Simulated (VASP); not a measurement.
Write the native input for VASP 6.6.1 that does the following.

```
Task                   : single point
Functional             : PBE
Potentials or basis    : VASP PAW PBE potentials, release 64 (Tb_3, Y_sv, Pb_d), 4f in core
Cutoff                 : 500 eV
k mesh                 : 4 × 4 × 2
Occupations            : gaussian, width 0.1 eV
Spin                   : no spin polarisation
Dipole correction      : no
Mended                 : yes
Further INCAR settings : ALGO = Normal; EDIFF = 1e-06; NBANDS = 34
```

The structure of Tb3YPb lies in POSCAR:

```
Tb3YPb
1.0
    4.4626472495      0.0000000000      0.0000000000
    0.0000000000      4.4626472495      0.0000000000
    0.0000000000      0.0000000000      8.1447756033
Tb Y Pb
3 1 1
Direct
    0.0000000000      0.5000000000      0.6714507266
    0.0000000000      0.0000000000      0.3318762819
    0.5000000000      0.0000000000      0.6714507266
    0.5000000000      0.5000000000      0.0984237011
    0.0000000000      0.0000000000      0.9630775240
```

The cell was built from a structure type or drawn by symmetry, and may not be a known phase.

One way to write it, as run:

INCAR

```
SYSTEM = Tb3YPb
PREC     = Accurate       ! precision mode
ENCUT    = 500            ! plane-wave cutoff, eV
EDIFF    = 1E-6           ! SCF threshold, eV
ISMEAR   = 0              ! smearing method
SIGMA    = 0.1            ! smearing width, eV
LREAL    = .FALSE.        ! projectors in reciprocal space
LASPH    = .TRUE.         ! aspherical terms in the spheres
NELM     = 200            ! most SCF steps
ALGO     = Normal         ! electronic algorithm
ISIF     = 2              ! what is computed and relaxed
LWAVE    = .FALSE.        ! write WAVECAR
LCHARG   = .FALSE.        ! write CHGCAR
GGA      = PE             ! functional
NBANDS   = 34             ! bands
GGA_COMPAT= .FALSE.      
LMAXMIX  = 6              ! l up to which the mixer works
```

KPOINTS

```
regular mesh
0
G
  4 4 2
  0 0 0
```

Potentials or basis: VASP PAW PBE potentials, release 64 (Tb_3, Y_sv, Pb_d), 4f in core.

The run is started by

```bash
$ cat potpaw_PBE.64/Tb_3/POTCAR potpaw_PBE.64/Y_sv/POTCAR potpaw_PBE.64/Pb_d/POTCAR > POTCAR
$ mpirun -np 1 vasp_std > vasp.out
```

It gave:

| Item | Value |
| --- | --- |
| Pressure | 0.3 GPa |
| Largest force | 0.025 eV/Å |
| Band gap on the k mesh | zero (bands 26 and 27 overlap by 0.58 eV) |

Caveat: the k points lie up to 0.39 Å⁻¹ apart, too coarse for converged energies and pressures of a metal; spin-orbit coupling is left out, which moves the levels of the heavy elements; the 4f electrons are frozen in the core, so they carry no moment and show no levels.

Run time: 36 s on 1 thread of Intel(R) Xeon(R) 6975P-C (Granite Rapids), on a shared host, peak memory 0.31 GiB.
